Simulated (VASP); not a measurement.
Wanted: the native input for a VASP 6.6.1 run.

| Quantity | Value |
| --- | --- |
| Task | single point |
| Functional | PBEsol |
| Potentials or basis | VASP PAW PBE potentials, release 64 (Zr_sv, C) |
| Cutoff | 520 eV |
| k mesh | 20 × 20 × 20 |
| Occupations | gaussian, width 0.15 eV |
| Spin | no spin polarisation |
| Dipole correction | no |
| Further INCAR settings | ALGO = Normal; EDIFF = 1e-06; NBANDS = 15 |

The structure of ZrC lies in POSCAR:

```
ZrC
1.0
    0.0000000000      2.4164476669      2.2231318536
    2.4164476669      0.0000000000      2.2231318536
    2.4164476669      2.4164476669      0.0000000000
Zr C
1 1
Direct
    0.5000000000      0.5000000000      0.5000000000
    0.0000000000      0.0000000000      0.0000000000
```

This cell differs from its parent crystal: ratio of the length along z to the lengths across it x 0.92, volume and fractional coordinates fixed.

One way to write it, as run:

INCAR

```
ALGO     = Normal         # electronic algorithm
EDIFF    = 1E-6           # SCF threshold, eV
ENCUT    = 520            # plane-wave cutoff, eV
GGA      = PS             # functional
ISIF     = 2              # what is computed and relaxed
ISMEAR   = 0              # smearing method
LASPH    = True           # aspherical terms in the spheres
LCHARG   = True           # write CHGCAR
LELF     = True           # ELF
LREAL    = False          # projectors in reciprocal space
LVHAR    = True         
LWAVE    = False          # write WAVECAR
NBANDS   = 15             # bands
NELM     = 80             # most SCF steps
PREC     = Accurate       # precision mode
SIGMA    = 0.15           # smearing width, eV
```

KPOINTS

```
k-points
0
Gamma
  20 20 20
```

Potentials or basis: VASP PAW PBE potentials, release 64 (Zr_sv, C).

Command:

```bash
$ cat potpaw_PBE.64/Zr_sv/POTCAR potpaw_PBE.64/C/POTCAR > POTCAR
$ mpirun -np 1 vasp_std > vasp.out
```

It gave:

```yaml
Pressure: -1.2 GPa
Band_gap_on_the_k_mesh: zero (bands 8 and 9 overlap by 1.66 eV)
```

Caveat: the PAW data sets were made with another functional, which shifts forces and pressure a little.

Run time: 3.5 min on 1 thread of Intel(R) Xeon(R) Platinum 8375C CPU @ 2.90GHz (Ice Lake), with other jobs on the host, peak memory 0.36 GiB.
